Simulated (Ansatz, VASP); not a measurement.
## One calculation of Sb2Se3, two programs

The input INCAR:

```
SYSTEM = Sb2Se3
PREC = Accurate
ENCUT = 500
EDIFF = 1E-7
ISMEAR = 0
SIGMA = 0.15
LREAL = .False.
LASPH = .True.
NELM = 120
ALGO = Normal
ISIF = 3
LWAVE = .False.
LCHARG = .False.
GGA = PE
IBRION = 2
NSW = 36
EDIFFG = -0.08
GGA_COMPAT = .False.
NELMIN = 4
```

KPOINTS

```
regular mesh
0
Gamma
  2 2 2
  0 0 0
```

Contents of POSCAR:

```
Sb2Se3
1.0
    5.2372187600      0.0000000000      0.0000000000
    0.0000000000      5.2372187600      0.0000000000
    0.0000000000      0.0000000000      5.2372187600
Sb Se
2 3
Direct
    0.5000000000      0.5000000000      0.5000000000
    0.0000000000      0.0000000000      0.0000000000
    0.5000000000      0.0000000000      0.0000000000
    0.0000000000      0.5000000000      0.0000000000
    0.0000000000      0.0000000000      0.5000000000
```

Input for Ansatz:

```yaml
crystal:
  lattice:
    - [5.23721876, 0.0, 0.0]
    - [0.0, 5.23721876, 0.0]
    - [0.0, 0.0, 5.23721876]
  atoms:
    - { symbol: Sb, position: [0.5, 0.5, 0.5] }
    - { symbol: Sb, position: [0.0, 0.0, 0.0] }
    - { symbol: Se, position: [0.5, 0.0, 0.0] }
    - { symbol: Se, position: [0.0, 0.5, 0.0] }
    - { symbol: Se, position: [0.0, 0.0, 0.5] }
basis:
  ecutwfc: 420
kpoints:
  mp_grid: { grid: [2, 2, 2] }
hamiltonian:
  xc: pbe
scf:
  occupations: { method: gaussian, width: 0.15 }
  lower_state_search: "off"
output:
  forces: true
  stress: true
  eigenvalues: true
relax:
  adjacent_minimum: "off"
  f_tol: 0.08
  max_steps: 16
  cell: { stress_tol: 0.8 }
```

Alike in both runs: task relaxation of cell and atoms; functional PBE; k mesh 2 × 2 × 2; occupations gaussian, width 0.15 eV; no spin polarisation.

```csv
,VASP,Ansatz
version,VASP 6.6.1,Ansatz 0.2.0
potentials or method,"VASP PAW PBE potentials, release 64 (Sb, Se), cutoff 500 eV","scalar-relativistic, plane waves, PAW"
valence electrons in the cell,28,78
```

|  | VASP | Ansatz | Ansatz less VASP |
| --- | --- | --- | --- |
| gap on the k mesh at the Fermi level, each at its own relaxed structure (eV) | none | none | - |
| relaxed volume (Å³/atom) | 28.73 | 28.73 | 0.000 |
| relaxed length of the cell vector where the two differ most in proportion (Å) | 5.237 | 5.237 | 0.0000 |

A gap of «none» marks a metal or a gap that the smearing closes. VASP's potentials hold 28 valence electrons a cell and Ansatz's 78, so a difference there can come from the potentials and not from the codes.

The k mesh is coarse, so the values compare programs but aren't converged. Neither program's run includes spin-orbit coupling. Noted on VASP's run: the relaxation stopped at its first step, so nothing moved.
